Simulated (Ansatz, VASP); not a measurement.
# Mo: VASP beside Ansatz

The input INCAR:

```
PREC = Accurate
ENCUT = 600
EDIFF = 1E-6
ISMEAR = -1
SIGMA = 0.05
LREAL = False
LASPH = True
NELM = 80
ALGO = Normal
ISIF = 3
LWAVE = False
LCHARG = False
GGA = PS
IBRION = 2
NSW = 80
EDIFFG = -0.005
```

Contents of KPOINTS:

```
Automatic mesh
0
Gamma
  12 12 12
```

Contents of POSCAR:

```
Mo
1.0
   -1.5838089719      1.5838089719      1.5838089719
    1.5838089719     -1.5838089719      1.5838089719
    1.5838089719      1.5838089719     -1.5838089719
Mo
1
Direct
    0.0000000000      0.0000000000      0.0000000000
```

The input input.yaml:

```yaml
crystal:
  lattice:
    - [-1.5838089719, 1.5838089719, 1.5838089719]
    - [1.5838089719, -1.5838089719, 1.5838089719]
    - [1.5838089719, 1.5838089719, -1.5838089719]
  atoms:
    - { symbol: Mo, position: [0.0, 0.0, 0.0] }
kpoints:
  mp_grid: { grid: [12, 12, 12] }
scf:
  occupations: { method: fermi_dirac, width: 0.05 }
hamiltonian:
  xc: pbesol
  pseudopotentials: { kind: all_electron, lapw: { basis_error: 0.001 } }
output:
  forces: true
  stress: true
relax:
  f_tol: 0.005
  max_steps: 60
  cell: {}
```

Alike in both runs: task relaxation of cell and atoms; functional PBEsol; k mesh 12 × 12 × 12; occupations fermi-dirac, width 0.05 eV; no spin polarisation.

|  | VASP | Ansatz |
| --- | --- | --- |
| version | VASP 6.6.1 | Ansatz 0.2.0 |
| potentials or method | VASP PAW PBE potentials, release 64 (Mo_sv), cutoff 600 eV | all-electron LAPW, scalar-relativistic |

|  | VASP | Ansatz | Ansatz less VASP |
| --- | --- | --- | --- |
| relaxed volume (Å³/atom) | 15.34 | 15.32 | -0.024 |
| relaxed cell length with the largest relative difference (Å) | 2.711 | 2.710 | -0.0014 |

VASP's potentials were made for PBE, not for PBEsol. Ansatz ran all-electron here, and VASP with PAW potentials.
